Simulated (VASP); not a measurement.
# KSn4O (F-43m) in VASP: single point with PBE

Aim: the single point of KSn4O with PBE.

Everything below comes from runs of VASP 6.6.1. Logs are shortened: lines on timing, memory, paths and dates and some standing lists are left out, and cuts for length are marked.

### Step 1. The cell of the first run

Symmetry: F-43m, No. 216, cubic system. The conventional cell has a = 8.736 Å, b = 8.736 Å, c = 8.736 Å, α = 90.00°, β = 90.00°, γ = 90.00°. K (site symmetry -43m) has 12 Sn at 3.62 Å and 4 O at 3.78 Å within 4.8 Å. Within 4.0 Å of Sn (site symmetry 3m) lie 6 Sn at 3.07 to 3.10 Å and 3 O at 3.62 Å and 3 K at 3.62 Å. Within 4.8 Å of O (site symmetry -43m) lie 12 Sn at 3.62 Å and 4 K at 3.78 Å.

### Step 2. Single point, PBE

Input file POSCAR:

```
KSn4O
1.0
    0.0000000000      4.3682215339      4.3682215339
    4.3682215339      0.0000000000      4.3682215339
    4.3682215339      4.3682215339      0.0000000000
K Sn O
1 4 1
Direct
    0.2500000000      0.2500000000      0.2500000000
    0.6256361423      0.6256361423      0.6256361423
    0.6256361423      0.6256361423      0.1230915730
    0.6256361423      0.1230915730      0.6256361423
    0.1230915730      0.6256361423      0.6256361423
    0.0000000000      0.0000000000      0.0000000000
```

Input file INCAR.step1:

```
  ALGO = Normal
  EDIFF = 1E-7
  ENCUT = 520
  GGA = PE
  ISIF = 2
  ISMEAR = 0
  LASPH = T
  LCHARG = T
  LREAL = F
  LWAVE = F
  NBANDS = 44
  NELM = 80
  PREC = Accurate
  SIGMA = 0.1
```

Input file KPOINTS.step1:

```
k-points
0
Gamma
  8 8 8
```

Input file INCAR.step2:

```
  ALGO = Normal
  EDIFF = 1E-7
  ENCUT = 520
  GGA = PE
  ICHARG = 11
  ISIF = 2
  ISMEAR = -5
  LASPH = T
  LCHARG = F
  LORBIT = 10
  LREAL = F
  LWAVE = F
  NBANDS = 44
  NEDOS = 2001
  NELM = 80
  PREC = Accurate
  SIGMA = 0.1
```

Input file KPOINTS.step2:

```
k-points
0
Gamma
  12 12 12
```

Potentials or basis: VASP PAW PBE potentials, release 64 (K_sv, Sn_d, O).

Run with:

```console
$ cat potpaw_PBE.64/K_sv/POTCAR potpaw_PBE.64/Sn_d/POTCAR potpaw_PBE.64/O/POTCAR > POTCAR
$ cp INCAR.step1 INCAR
$ cp KPOINTS.step1 KPOINTS
$ mpirun -np 1 vasp_std > vasp.out
$ cp INCAR.step2 INCAR
$ cp KPOINTS.step2 KPOINTS
$ mpirun -np 1 vasp_std > vasp.out
```

OUTCAR:

```text
EDIFF = 1E-7
   ENCUT = 520
   GGA = PE
   ICHARG = 11
   ISIF = 2
   ISMEAR = -5
   LASPH = T
   LORBIT = 10
   LREAL = F
   NELM = 80
   PREC = Accurate

 ion  position               nearest neighbor table
   1  0.250  0.250  0.250-   3 3.62   4 3.62   5 3.62   2 3.62   2 3.62   2 3.62   5 3.62   4 3.62
                             5 3.62   4 3.62   3 3.62   3 3.62
   2  0.626  0.626  0.626-   3 3.07   4 3.07   5 3.07   3 3.10   4 3.10   5 3.10   1 3.62   1 3.62
                             1 3.62
   3  0.626  0.626  0.123-   2 3.07   4 3.07   5 3.07   2 3.10   4 3.10   5 3.10   1 3.62   1 3.62
                             1 3.62
   4  0.626  0.123  0.626-   2 3.07   3 3.07   5 3.07   3 3.10   2 3.10   5 3.10   1 3.62   1 3.62
                             1 3.62
   5  0.123  0.626  0.626-   2 3.07   3 3.07   4 3.07   2 3.10   3 3.10   4 3.10   1 3.62   1 3.62
                             1 3.62
   6  0.000  0.000  0.000-

  LATTYP: Found a face centered cubic cell.
 ALAT       =     8.7364430678

  Lattice vectors:

 A1 = (   0.0000000000,   4.3682215339,   4.3682215339)
 A2 = (   4.3682215339,   0.0000000000,   4.3682215339)
 A3 = (   4.3682215339,   4.3682215339,   0.0000000000)

Analysis of symmetry for initial positions (statically):
=====================================================================
 Subroutine PRICEL returns:
 Original cell was already a primitive cell.

 Routine SETGRP: Setting up the symmetry group for a
 face centered cubic supercell.

 Subroutine GETGRP returns: Found 24 space group operations
 (whereof 24 operations were pure point group operations)
 out of a pool of 48 trial point group operations.

The static configuration has the point symmetry T_d .

Analysis of symmetry for dynamics (positions and initial velocities):
=====================================================================
 Subroutine PRICEL returns:
 Original cell was already a primitive cell.

 Routine SETGRP: Setting up the symmetry group for a
 face centered cubic supercell.

 Subroutine GETGRP returns: Found 24 space group operations
 (whereof 24 operations were pure point group operations)
 out of a pool of 48 trial point group operations.

The dynamic configuration has the point symmetry T_d .

 Subroutine INISYM returns: Found 24 space group operations
[... 117 lines left out ...]
   PSTRESS=    0.0 pullay stress
   NELECT =      71.0000    total number of electrons
   NUPDOWN=      -1.0000    fix difference up-down
   EMIN   =  10.00;   EMAX   =-10.00  energy-range for DOS
   EFERMI =   0.00;   METHOD = LEGACY
   ISMEAR =    -5;   SIGMA  =   0.10  broadening in eV -4-tet -1-fermi 0-gaus
   EFERMI_NEDOS =   21; number of points for ismear=-14 and -15
   IALGO  =     38    algorithm
   IMIX   =      4    mixing-type and parameters
     AMIX     =   0.40;   BMIX     =  1.00
     AMIX_MAG =   1.60;   BMIX_MAG =  1.00
  volume/ion in A,a.u.               =      27.78       187.49
  Fermi-wavevector in a.u.,A,eV,Ry     =   1.231723  2.327618 20.641955  1.517141
  Thomas-Fermi vector in A             =   2.366521
   LORBIT       =     10    0 simple, 1 ext, 2 COOP (PROOUT), +10 PAW based schemes
   GGA     = PE    functional components
   LHFCALC =     F    Hartree Fock is set to
   AEXX    =    0.0000 exact exchange contribution
   IVDW    =     0    specifies the selected vdW correction
   LEPSILON=     F    determine dielectric tensor
   LRPA    =     F    only Hartree local field effects (RPA)
 non-spin polarized calculation
 Fermi weights with tetrahedron method with Bloechl corrections
  energy-cutoff  :      520.00
  volume of cell :      166.70
 maximum number of plane-waves:      4528
 NGX is ok and might be reduce to    48

 number of electron      70.9999975 magnetization

 Free energy of the ion-electron system (eV)
  ---------------------------------------------------
  ext. energy  EPLUGINS =         0.00000000
  ---------------------------------------------------
  free energy    TOTEN  =       -19.89363186 eV

  energy without entropy =      -19.89363186  energy(sigma->0) =      -19.89363186

 E-fermi :   4.6639     XC(G=0):  -9.2847

 val. band max:        4.6456510359   @ k =  -0.2500   0.3333   0.0833
 cond. band min:       4.6492961101   @ k =   0.5000   0.2500   0.0833
 fundamental gap:      0.0036450742
 Fermi energy:         4.6639468134

 k-point     1 :       0.0000    0.0000    0.0000
  band No.  band energies     occupation
      1     -25.6557      2.00000
      2     -16.9914      2.00000
      3     -16.9071      2.00000
      4     -16.9071      2.00000
      5     -16.9004      2.00000
      6     -16.9004      2.00000
[... 1117 lines left out ...]
     43       9.8132      0.00000
     44      10.0920      0.00000

 [... further k-points ...]

------------------------ aborting loop because EDIFF is reached ----------------------------------------

  FORCE on cell =-STRESS in cart. coord.  units (eV):
  Direction    XX          YY          ZZ          XY          YZ          ZX
  --------------------------------------------------------------------------------------
  -------------------------------------------------------------------------------------
  Total        0.0881581      0.0881581      0.0881581      0.0000000      0.0000000     -0.0000000
  in kB        0.8472836      0.8472836      0.8472836      0.0000000      0.0000000     -0.0000000
  external PRESSURE =       0.8472836 kB  Pullay stress =       0.0000000 kB

 VOLUME and BASIS-vectors are now :
 -----------------------------------------------------------------------------
  energy-cutoff  :      520.00
  volume of cell :      166.70
      direct lattice vectors                 reciprocal lattice vectors
     0.000000000  4.368221534  4.368221534    -0.114463059  0.114463059  0.114463059
     4.368221534  0.000000000  4.368221534     0.114463059 -0.114463059  0.114463059
     4.368221534  4.368221534  0.000000000     0.114463059  0.114463059 -0.114463059

 POSITION                                       TOTAL-FORCE (eV/Angst)
 -----------------------------------------------------------------------------------
      2.18411      2.18411      2.18411         0.000000      0.000000      0.000000
      5.46583      5.46583      5.46583         0.003542      0.003542      0.003542
      3.27061      3.27061      5.46583        -0.003542     -0.003542      0.003542
      3.27061      5.46583      3.27061        -0.003542      0.003542     -0.003542
      5.46583      3.27061      3.27061         0.003542     -0.003542     -0.003542
      0.00000      0.00000      0.00000         0.000000      0.000000      0.000000
 -----------------------------------------------------------------------------------
    total drift:                               -0.000002     -0.000002     -0.000002

  FREE ENERGIE OF THE ION-ELECTRON SYSTEM (eV)
  ---------------------------------------------------
  free  energy   TOTEN  =       -19.8936318562 eV

  energy  without entropy=      -19.8936318562  energy(sigma->0) =      -19.89363186

 total charge

# of ion       s       p       d       tot
------------------------------------------
    1        1.964   5.579   0.039   7.583
    2        1.259   0.963   9.970  12.193
    3        1.259   0.963   9.970  12.193
    4        1.259   0.963   9.970  12.193
    5        1.259   0.963   9.970  12.193
    6        1.596   3.102   0.000   4.698
--------------------------------------------------
tot          8.599  12.534  39.920  61.053
```

OUTCAR.step1:

```text
EDIFF = 1E-7
   ENCUT = 520
   GGA = PE
   ISIF = 2
[... 1371 lines left out ...]
      3.27061      3.27061      5.46583        -0.001761     -0.001761      0.001761
      3.27061      5.46583      3.27061        -0.001761      0.001761     -0.001761
      5.46583      3.27061      3.27061         0.001761     -0.001761     -0.001761
      0.00000      0.00000      0.00000        -0.000000     -0.000000     -0.000000
 -----------------------------------------------------------------------------------
    total drift:                                0.000000      0.000000      0.000000

  FREE ENERGIE OF THE ION-ELECTRON SYSTEM (eV)
  ---------------------------------------------------
  free  energy   TOTEN  =       -19.9038445064 eV

  energy  without entropy=      -19.8856778076  energy(sigma->0) =      -19.89476116
```

Wall time 20 min (1 thread of Oxide Virtual Turin-like, shared host); peak memory 0.56 GiB.

What came out:

```
Valence electrons inside the program's atomic spheres : K 7.58; Sn 12.19; O 4.70
```

Levels at points of the mesh, in eV from the Fermi level:
| k point | band 32 | band 33 | band 34 | band 35 | band 36 | band 37 | band 38 | band 39 | band 40 | band 41 |
| --- | --- | --- | --- | --- | --- | --- | --- | --- | --- | --- |
| (0.00, 0.00, 0.00) | -2.48 | -2.48 | -0.78 | -0.78 | -0.42 | -0.42 | -0.42 | 3.24 | 5.64 | 5.64 |
| (0.50, 0.00, 0.00) | -2.02 | -0.60 | -0.36 | -0.36 | 1.35 | 1.35 | 1.59 | 1.68 | 1.75 | 1.75 |
| (0.50, 0.50, 0.00) | -0.73 | -0.73 | -0.42 | 1.11 | 1.15 | 1.15 | 1.31 | 1.66 | 1.73 | 1.93 |

Caveat: spin-orbit coupling is left out, which moves the levels of the heavy elements; an odd number of electrons without spin polarisation forces a metal; a magnetic or distorted state may lie lower; tetrahedron occupations give inexact forces and stress in metals.
